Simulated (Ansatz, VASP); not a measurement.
## Two plane-wave programs on Ni

```
CELL_PARAMETERS angstrom
0.00000 2.54020 2.54020
2.54020 0.00000 2.54020
2.54020 2.54020 0.00000
ATOMIC_POSITIONS crystal
Ni 0.12500 0.12500 0.12500
Ni 0.87500 0.87500 0.87500
```

Alike in both runs: task single point; functional r2SCAN; k mesh 12 × 12 × 12; occupations fermi-dirac, width 0.1 eV; no spin polarisation.

|  | VASP | Ansatz |
| --- | --- | --- |
| version | VASP 6.6.1 | Ansatz 0.2.0 |
| potentials or method | VASP PAW PBE potentials, release 64 (Ni), cutoff 520 eV | plane waves (500 eV) with PAW, scalar-relativistic |
| valence electrons in the cell | 20 | 36 |

VASP gave:

- pressure (GPa): -3.7

Q: Which values does Ansatz return?

A: Pressure (GPa): -3.8.

VASP's potentials were made for PBE, not for r2SCAN. VASP's potentials hold 20 valence electrons a cell and Ansatz's 36, so a difference there can come from the potentials and not from the codes.
